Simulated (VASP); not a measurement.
# AsSe4 (I4/m) in VASP: relaxation of cell and atoms with PBE

Aim: the relaxation of cell and atoms of AsSe4 with PBE.

Everything below comes from runs of VASP 6.6.1. Logs are shortened: lines on timing, memory, paths and dates and some standing lists are left out, and cuts for length are marked.

## (1) The cell of the first run

The structure is tetragonal, space group I4/m (No. 87). Conventional cell: a = 8.728 Å, b = 8.728 Å, c = 3.448 Å, α = 90.00°, β = 90.00°, γ = 90.00°. As (site symmetry 4/m) has 12 Se at 2.87 to 3.95 Å and 2 As at 3.45 Å within 4.0 Å. Se (site symmetry m) has 6 Se at 2.59 to 3.45 Å and 2 As at 2.87 Å within 3.5 Å.

The cell was generated, and may not be a known phase.

## (2) Relaxation of cell and atoms, PBE

The input, INCAR:

```
ALGO = Normal
EDIFF = 1E-6
EDIFFG = -0.01
ENCUT = 600
GGA = PE
IBRION = 2
ISIF = 3
ISMEAR = 0
LASPH = True
LCHARG = False
LREAL = False
LWAVE = False
NELM = 100
NSW = 100
PREC = Accurate
SIGMA = 0.1
```

The input, KPOINTS:

```
k-points
0
Gamma
  12 12 12
```

The input, POSCAR:

```
AsSe4
1.0
   -4.3638431231      4.3638431231      1.7238311754
    4.3638431231     -4.3638431231      1.7238311754
    4.3638431231      4.3638431231     -1.7238311754
As Se
1 4
Direct
    0.0000000000      0.0000000000      0.0000000000
    0.7208032073      0.6435647443      0.3643679516
    0.2791967927      0.3564352557      0.6356320484
    0.6435647443      0.2791967927      0.9227615370
    0.3564352557      0.7208032073      0.0772384630
```

Potentials or basis: VASP PAW PBE potentials, release 64 (As, Se).

Launch:

```sh
$ cat potpaw_PBE.64/As/POTCAR potpaw_PBE.64/Se/POTCAR > POTCAR
$ mpirun -np 1 vasp_std > vasp.out
```

OUTCAR:

```text
EDIFF = 1E-6
   EDIFFG = -0.01
   ENCUT = 600
   GGA = PE
   IBRION = 2
   ISIF = 3
   ISMEAR = 0
   LASPH = True
   LREAL = False
   NELM = 100
   NSW = 100
   PREC = Accurate

 ion  position               nearest neighbor table
   1  0.000  0.000  0.000-
   2  0.721  0.644  0.364-   3 2.59   3 2.59
   3  0.279  0.356  0.636-   2 2.59   2 2.59
   4  0.644  0.279  0.923-   5 2.59   5 2.59
   5  0.356  0.721  0.077-   4 2.59   4 2.59

  LATTYP: Found a body centered tetragonal cell.
 ALAT       =     8.7276862462
 C/A-ratio  =     0.3950259271

  Lattice vectors:

 A1 = (  -4.3638431231,   4.3638431231,   1.7238311754)
 A2 = (   4.3638431231,  -4.3638431231,   1.7238311754)
 A3 = (   4.3638431231,   4.3638431231,  -1.7238311754)

Analysis of symmetry for initial positions (statically):
=====================================================================
 Subroutine PRICEL returns:
 Original cell was already a primitive cell.

 Routine SETGRP: Setting up the symmetry group for a
 body centered tetragonal supercell.

 Subroutine GETGRP returns: Found  8 space group operations
 (whereof  8 operations were pure point group operations)
 out of a pool of 16 trial point group operations.

The static configuration has the point symmetry C_4h.

Analysis of symmetry for dynamics (positions and initial velocities):
=====================================================================
 Subroutine PRICEL returns:
 Original cell was already a primitive cell.

 Routine SETGRP: Setting up the symmetry group for a
 body centered tetragonal supercell.

 Subroutine GETGRP returns: Found  8 space group operations
 (whereof  8 operations were pure point group operations)
 out of a pool of 16 trial point group operations.

The dynamic configuration has the point symmetry C_4h.

 Subroutine INISYM returns: Found  8 space group operations
 (whereof  8 operations are pure point group operations),
 and found     1 'primitive' translations

----------------------------------------------------------------------------------------

                                     Primitive cell

  volume of cell :     131.3085

  direct lattice vectors                    reciprocal lattice vectors
    -4.363843123  4.363843123  1.723831175     0.000000000  0.114577904  0.290051605
     4.363843123 -4.363843123  1.723831175     0.114577904  0.000000000  0.290051605
     4.363843123  4.363843123 -1.723831175     0.114577904  0.114577904  0.000000000

  length of vectors
     6.407639778  6.407639778  6.407639778     0.311862197  0.311862197  0.162037626

  position of ions in fractional coordinates (direct lattice)
     0.000000000  0.000000000  0.000000000
     0.720803207  0.643564744  0.364367952
     0.279196793  0.356435256  0.635632048
     0.643564744  0.279196793  0.922761537
     0.356435256  0.720803207  0.077238463

  ion indices of the primitive-cell ions
   primitive index   ion index
                 1           1
                 2           2
                 3           3
                 4           4
                 5           5

----------------------------------------------------------------------------------------

 KPOINTS: k-points

Automatic generation of k-mesh.
 Grid dimensions read from file:
 generate k-points for:   12   12   12

 Generating k-lattice:

  Cartesian coordinates                     Fractional coordinates (reciprocal lattice)
     0.000000000  0.009548159  0.024170967     0.083333333  0.000000000  0.000000000
     0.009548159  0.000000000  0.024170967     0.000000000  0.083333333  0.000000000
     0.009548159  0.009548159  0.000000000     0.000000000  0.000000000  0.083333333

  Length of vectors
     0.025988516  0.025988516  0.013503136

  Shift w.r.t. Gamma in fractional coordinates (k-lattice)
     0.000000000  0.000000000  0.000000000

 Subroutine IBZKPT returns following result:
 ===========================================

 Found    242 irreducible k-points:

 Following reciprocal coordinates:
            Coordinates               Weight
  0.000000  0.000000  0.000000      1.000000
  0.083333  0.000000 -0.000000      8.000000
  0.166667  0.000000  0.000000      8.000000
  0.250000  0.000000  0.000000      8.000000
  0.333333  0.000000 -0.000000      8.000000
  0.416667  0.000000  0.000000      8.000000
[... 16 lines left out ...]
 -0.250000  0.083333 -0.000000      8.000000
 -0.083333  0.250000  0.000000      8.000000
 [... further k-points ...]
   k-points           NKPTS =    242   k-points in BZ     NKDIM =    242   number of bands    NBANDS=     18
   number of dos      NEDOS =    301   number of ions     NIONS =      5
   total plane-waves  NPLWV = 157464
   dimension x,y,z NGX =    54 NGY =   54 NGZ =   54
   dimension x,y,z NGXF=   108 NGYF=  108 NGZF=  108
   ions per type =               1   4
   NGX,Y,Z   is equivalent  to a cutoff of  14.01, 14.01, 14.01 a.u.
   NGXF,Y,Z  is equivalent  to a cutoff of  28.02, 28.02, 28.02 a.u.
 SYSTEM =  unknown system
   PREC   = accura    normal or accurate (medium, high low for compatibility)
   ISTART =      0    job   : 0-new  1-cont  2-samecut
   ICHARG =      2    charge: 1-file 2-atom 10-const
   ISPIN  =      1    spin polarized calculation?
   LNONCOLLINEAR =      F non collinear calculations
   LSORBIT =      F    spin-orbit coupling
   LASPH  =      T    aspherical Exc in radial PAW
   ENCUT  =  600.0 eV  44.10 Ry    6.64 a.u.  12.80 12.80 12.80*2*pi/ulx,y,z
   NELM   =    100;   NELMIN=  2; NELMDL= -5     # of ELM steps
   EDIFF  = 0.1E-05   stopping-criterion for ELM
   LREAL  =      F    real-space projection
   EDIFFG = -.1E-01   stopping-criterion for IOM
   NSW    =    100    number of steps for IOM
   IBRION =      2    ionic relax: 0-MD 1-quasi-New 2-CG
   NFREE  =      1    steps in history (QN), initial steepest desc. (CG)
   ISIF   =      3    stress and relaxation
   ISYM   =      2    0-nonsym 1-usesym 2-fastsym
   POTIM  = 0.5000    time-step for ionic-motion
   TEBEG  =    0.0;   TEEND  =   0.0 temperature during run
   PSTRESS=    0.0 pullay stress
   NELECT =      29.0000    total number of electrons
   NUPDOWN=      -1.0000    fix difference up-down
   EMIN   =  10.00;   EMAX   =-10.00  energy-range for DOS
   EFERMI =   0.00;   METHOD = LEGACY
   ISMEAR =     0;   SIGMA  =   0.10  broadening in eV -4-tet -1-fermi 0-gaus
   EFERMI_NEDOS =   21; number of points for ismear=-14 and -15
   IALGO  =     38    algorithm
   IMIX   =      4    mixing-type and parameters
     AMIX     =   0.40;   BMIX     =  1.00
     AMIX_MAG =   1.60;   BMIX_MAG =  1.00
  volume/ion in A,a.u.               =      26.26       177.22
  Fermi-wavevector in a.u.,A,eV,Ry     =   0.989562  1.870002 13.323283  0.979234
  Thomas-Fermi vector in A             =   2.121170
   LORBIT       =      0    0 simple, 1 ext, 2 COOP (PROOUT), +10 PAW based schemes
   GGA     = PE    functional components
   LHFCALC =     F    Hartree Fock is set to
   AEXX    =    0.0000 exact exchange contribution
   IVDW    =     0    specifies the selected vdW correction
   LEPSILON=     F    determine dielectric tensor
   LRPA    =     F    only Hartree local field effects (RPA)
 conjugate gradient relaxation of ions
 non-spin polarized calculation
 Gauss-broadening in eV      SIGMA  =   0.10
  energy-cutoff  :      600.00
  volume of cell :      131.31
 maximum number of plane-waves:      4407
 NGX is ok and might be reduce to    54
   NGX = 25   NGY = 25   NGZ = 25

--------------------------------------- Ionic step        1  -------------------------------------------

 number of electron      28.9999999 magnetization

 Free energy of the ion-electron system (eV)
  ---------------------------------------------------
  ext. energy  EPLUGINS =         0.00000000
  ---------------------------------------------------
  free energy    TOTEN  =       -17.28332003 eV

  energy without entropy =      -17.27471459  energy(sigma->0) =      -17.27901731

------------------------ aborting loop because EDIFF is reached ----------------------------------------

  FORCE on cell =-STRESS in cart. coord.  units (eV):
  Direction    XX          YY          ZZ          XY          YZ          ZX
  --------------------------------------------------------------------------------------
  -------------------------------------------------------------------------------------
  Total        0.0410402      0.0410402     -0.1335247      0.0000004     -0.0000000     -0.0000000
  in kB        0.5007576      0.5007576     -1.6292176      0.0000049     -0.0000000     -0.0000000
  external PRESSURE =      -0.2092341 kB  Pullay stress =       0.0000000 kB
[... 141 lines left out ...]
  energy  without entropy=      -17.2761074726  energy(sigma->0) =      -17.28049633

--------------------------------------- Ionic step        5  -------------------------------------------

 number of electron      28.9999999 magnetization

 Free energy of the ion-electron system (eV)
  ---------------------------------------------------
  ext. energy  EPLUGINS =         0.00000000
  ---------------------------------------------------
  free energy    TOTEN  =       -17.28491254 eV

  energy without entropy =      -17.27615029  energy(sigma->0) =      -17.28053142

 E-fermi :   3.0905     XC(G=0):  -8.9198

 val. band max:        3.0903382744   @ k =  -0.4167   0.2500  -0.0833
 cond. band min:       3.1006270134   @ k =  -0.3333  -0.4167   0.0000
 fundamental gap:      0.0102887390
 Fermi energy:         3.0904797900

 k-point     1 :       0.0000    0.0000    0.0000
  band No.  band energies     occupation
      1     -12.6195      2.00000
      2     -11.5342      2.00000
      3      -8.7607      2.00000
      4      -8.7607      2.00000
      5      -7.6703      2.00000
      6      -1.1663      2.00000
[... 10 lines left out ...]
     17       4.7986      0.00000
     18       6.6980      0.00000
[... 466 lines left out ...]
      2     -11.3432      2.00000
      3      -9.0488      2.00000
      4      -8.6558      2.00000
      5      -7.1676      2.00000
      6      -1.8695      2.00000
[... 10 lines left out ...]
     17       4.6487      0.00000
     18       5.1918      0.00000

 [... further k-points ...]

------------------------ aborting loop because EDIFF is reached ----------------------------------------

  FORCE on cell =-STRESS in cart. coord.  units (eV):
  Direction    XX          YY          ZZ          XY          YZ          ZX
  --------------------------------------------------------------------------------------
  -------------------------------------------------------------------------------------
  Total       -0.0024966     -0.0024966     -0.0096299      0.0000005      0.0000000      0.0000000
  in kB       -0.0304130     -0.0304130     -0.1173077      0.0000059      0.0000000      0.0000000
  external PRESSURE =      -0.0593779 kB  Pullay stress =       0.0000000 kB
[... 20 lines left out ...]
  FREE ENERGIE OF THE ION-ELECTRON SYSTEM (eV)
  ---------------------------------------------------
  free  energy   TOTEN  =       -17.2849125385 eV

  energy  without entropy=      -17.2761502923  energy(sigma->0) =      -17.28053142

 reached required accuracy - stopping structural energy minimisation
```

Wall time 26 min (1 thread of Intel Xeon 6975P-C (Granite Rapids), shared host); peak memory 0.91 GiB.

Results:

| Item | Value |
| --- | --- |
| Free energy | -17.2849 eV |
| Relaxed volume | 26.30 Å³/atom |
| Relaxed cell | a = 6.417 Å, b = 6.417 Å, c = 6.417 Å, α = 94.12°, β = 94.12°, γ = 148.89° |
| Space group after relaxing (to 0.1 Å) | I4/m (No. 87) |
| Energy gained by relaxing | 0.3 meV/atom |
| Ionic steps | 5 |
| Pressure after relaxing | 0.0 GPa |
| Largest force after relaxing | 0.003 eV/Å |
| Band gap on the k mesh | zero (an odd number of electrons rules out a gap without spin polarisation) |

Forces on the atoms (eV/Å):
```
As   0.000  0.000  0.000
Se   0.003  0.000  0.000
Se  -0.003  0.000  0.000
Se   0.000  0.003  0.000
Se   0.000 -0.003  0.000
```

The path:
```
step  energy change (eV)  largest force (eV/Å)  pressure (GPa)  volume (Å³)
   1              0.0000                0.0813           -0.02       131.31
   2             -0.0011                0.0413            0.06       131.24
   3             -0.0014                0.0114            0.14       131.19
   4             -0.0016                0.0077           -0.05       131.67
   5             -0.0016                0.0034           -0.01       131.52
```

Final structure:
```xyz
5
Lattice="-4.3714 4.3714 1.7207 4.3714 -4.3714 1.7207 4.3714 4.3714 -1.7207" Properties=species:S:1:pos:R:3 pbc="T T T"
As    0.0000    0.0000    0.0000
Se    1.2617    1.9355    1.7207
Se    3.1097    2.4359    0.0000
Se    2.4359    5.6331    0.0000
Se    1.9355   -1.2617    1.7207
```
